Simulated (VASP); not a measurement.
Input of a VASP 6.6.1 run:

Contents of INCAR:

```
SYSTEM = Os
  ALGO = Normal
  EDIFF = 1E-6
  ENCUT = 600
  GGA = CA
  GGA_COMPAT = .FALSE.
  ISIF = 2
  ISMEAR = -1
  LASPH = .TRUE.
  LCHARG = .FALSE.
  LREAL = .FALSE.
  LWAVE = .FALSE.
  NBANDS = 15
  NELM = 120
  PREC = Accurate
  SIGMA = 0.15
```

KPOINTS

```
k-points
0
G
  11 11 6
  0 0 0
```

Contents of POSCAR:

```
Os
1.0
    2.6971481730      0.0000000000      0.0000000000
   -1.3485740865      2.3357988390      0.0000000000
    0.0000000000      0.0000000000      4.2613185190
Os
2
Direct
    0.3333333333      0.6666666667      0.2500000000
    0.6666666667      0.3333333333      0.7500000000
```

Potentials or basis: VASP PAW LDA potentials, release 64 (Os).

Run with:

```console
$ cat potpaw_LDA.64/Os/POTCAR > POTCAR
$ mpirun -np 1 vasp_std > vasp.out
```

Problem. Estimate the pressure.

Solution. 11.5 GPa.

Problem. Estimate the band gap on the k mesh.

Solution. Zero (bands 8 and 9 overlap by 4.15 eV).

Stress tensor (GPa, compression positive):
```
11.12  0.00  0.00
 0.00 11.12  0.00
 0.00  0.00 12.30
```

Caveat: the cell stands under pressure; spin-orbit coupling is left out, which moves the levels of the heavy elements.
